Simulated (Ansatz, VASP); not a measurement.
# Bi2S3: VASP beside Ansatz

```xyz
5
Lattice="2.0177 1.1591 9.3599 -2.0177 1.1591 9.3599 0.0000 -2.3182 9.3599" Properties=species:S:1:pos:R:3 pbc="T T T"
Bi    0.0000    0.0035   11.2203
Bi    0.0000   -0.0035   16.8596
S     0.0000   -0.0059    6.0708
S     0.0000    0.0059   22.0090
S     0.0000    0.0000    0.0000
```

Change from the starting cell: uniaxial_x strain +0.5%.

Alike in both runs: task single point; functional PBE; k mesh 8 × 8 × 8; occupations fermi-dirac, width 0.02 eV; no spin polarisation.

```csv
,VASP,Ansatz
version,VASP 6.6.1,Ansatz 0.2.0
potentials or method,"VASP PAW PBE potentials, release 64 (Bi_d, S)","plane waves, PAW"
plane-wave cutoff (eV),520,420
valence electrons in the cell,48,48
```

Ansatz gave:

- gap on the k mesh at the Fermi level (eV): 0.74
- pressure (GPa): 1.9
- traceless stress, the component that is largest in VASP (GPa): -0.19
- rms of the force components (eV/Å): 0.048

Question: Which values does VASP return?

Answer: gap on the k mesh at the Fermi level (eV): 0.74; pressure (GPa): 1.8; traceless stress, the component that is largest in VASP (GPa): -0.19; rms of the force components (eV/Å): 0.049.

Atom by atom the forces differ by 0.002 eV/Å (rms over components).

Spin-orbit coupling is off throughout.
